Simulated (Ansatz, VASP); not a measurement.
Two plane-wave programs on NaF2

```
Na F
1.0
     3.82930    0.00000    0.00000
    -1.91465    3.31627    0.00000
     0.00000    0.00000    3.08332
Na F
1 2
Direct
  0.00000 0.00000 0.00000
  0.33333 0.66667 0.50000
  0.66667 0.33333 0.50000
```

Alike in both runs: task relaxation of cell and atoms; functional PBE; k mesh 6 × 6 × 6; occupations gaussian, width 0.1 eV; collinear spin.

```csv
,VASP,Ansatz
version,VASP 6.6.1,Ansatz 0.2.0
potentials or method,"VASP PAW PBE potentials, release 64 (Na_pv, F), cutoff 600 eV","scalar-relativistic, plane waves, PAW"
valence electrons in the cell,21,23
```

Ansatz gave:

```
gap on the k mesh at the Fermi level, each at its own relaxed structure (eV) : none
net moment per atom (μB)                                                     : 0.33
size of the moment on the site where the two differ most (μB)                : 0.50
relaxed volume (Å³/atom)                                                     : 13.05
relaxed cell length with the largest relative difference (Å)                 : 3.829
```

Problem. Which values does VASP return?

Solution. gap on the k mesh at the Fermi level, each at its own relaxed structure (eV): none; net moment per atom (μB): 0.33; size of the moment on the site where the two differ most (μB): 0.47; relaxed volume (Å³/atom): 13.05; relaxed cell length with the largest relative difference (Å): 3.829.

Site moments also hang on the region over which each program counts them. A gap of «none» marks a metal or a gap that the smearing closes. VASP's potentials hold 21 valence electrons a cell and Ansatz's 23, so a difference there can come from the potentials and not from the codes.

Noted on VASP's run: the relaxation stopped at its first step, so nothing moved.
